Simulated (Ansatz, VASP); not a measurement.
One calculation of TaPb2, two programs

Contents of INCAR:

```
PREC = Accurate ; ENCUT = 600
EDIFF = 1E-6 ; ISMEAR = 0
SIGMA = 0.1 ; LREAL = F
LASPH = T ; NELM = 80
ALGO = Normal ; ISIF = 3
LWAVE = F ; LCHARG = F
GGA = PE ; IBRION = 2
NSW = 90 ; EDIFFG = -0.04
```

File KPOINTS:

```
regular mesh
0
Gamma
  6 6 6
```

Contents of POSCAR:

```
TaPb2
1.0
    5.3762446275      0.0000000000      0.0000000000
   -2.6881223137      4.6559644243      0.0000000000
    0.0000000000      0.0000000000      3.0082138519
Ta Pb
1 2
Direct
    0.0000000000      0.0000000000      0.0000000000
    0.3333333333      0.6666666667      0.5000000000
    0.6666666667      0.3333333333      0.5000000000
```

Input for Ansatz:

```yaml
crystal:
  lattice:
    - [5.3762446275, 0.0, 0.0]
    - [-2.6881223137, 4.6559644243, 0.0]
    - [0.0, 0.0, 3.0082138519]
  atoms:
    - { symbol: Ta, position: [0.0, 0.0, 0.0] }
    - { symbol: Pb, position: [0.3333333333, 0.6666666667, 0.5] }
    - { symbol: Pb, position: [0.6666666667, 0.3333333333, 0.5] }
basis:
  ecutwfc: 420
kpoints:
  mp_grid: { grid: [6, 6, 6] }
hamiltonian:
  xc: pbe
scf:
  occupations: { method: gaussian, width: 0.1 }
  lower_state_search: "off"
output:
  forces: true
  stress: true
  eigenvalues: true
relax:
  adjacent_minimum: "off"
  f_tol: 0.04
  max_steps: 70
  cell: { stress_tol: 0.4 }
```

Alike in both runs: task relaxation of cell and atoms; functional PBE; k mesh 6 × 6 × 6; occupations gaussian, width 0.1 eV; no spin polarisation.

|  | VASP | Ansatz |
| --- | --- | --- |
| version | VASP 6.6.1 | Ansatz 0.2.0 |
| potentials or method | VASP PAW PBE potentials, release 64 (Ta_pv, Pb_d), cutoff 600 eV | scalar-relativistic, plane waves, PAW |
| valence electrons in the cell | 39 | 41 |

Ansatz gave:

```
gap on the k mesh at the Fermi level, each at its own relaxed structure (eV) : none
relaxed volume (Å³/atom)                                                     : 25.12
relaxed cell length with the largest relative difference (Å)                 : 2.997
```

Problem. Estimate VASP's values.

Solution. gap on the k mesh at the Fermi level, each at its own relaxed structure (eV): none; relaxed volume (Å³/atom): 25.11; relaxed cell length with the largest relative difference (Å): 2.994.

A gap of «none» marks a metal or a gap that the smearing closes. VASP's potentials hold 39 valence electrons a cell and Ansatz's 41, so a difference there can come from the potentials and not from the codes.

Spin-orbit coupling is off throughout.
